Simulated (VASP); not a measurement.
Rh: single point with PBEsol

Crystal: Rh.

```
Rh
1.0
    -1.51619    1.51619    1.51619
     1.51619   -1.51619    1.51619
     1.51619    1.51619   -1.51619
Rh
1
Direct
  0.00000 0.00000 0.00000
```

| Quantity | Value |
| --- | --- |
| Program | VASP 6.6.1 |
| Task | single point |
| Functional | PBEsol |
| Potentials or basis | VASP PAW PBE potentials, release 64 (Rh_pv) |
| Cutoff | 520 eV |
| k mesh | 15 × 15 × 15 |
| Occupations | fermi-dirac, width 0.136057 eV |
| Spin | no spin polarisation |

```json
{"Pressure": "-0.1 GPa"}
```

Levels at points of the mesh, in eV from the Fermi level:
| k point | band 5 | band 6 | band 7 | band 8 | band 9 | band 10 | band 11 | band 12 |
| --- | --- | --- | --- | --- | --- | --- | --- | --- |
| (0.00, 0.00, 0.00) | -2.96 | -2.96 | -2.96 | -0.48 | -0.48 | 18.39 | 18.39 | 18.39 |

Wall time 12 s on 1 thread of Intel Xeon 6975P-C (shared host), peak memory 0.14 GiB.

Caveat: the PAW data sets were made with another functional, which shifts forces and pressure a little.
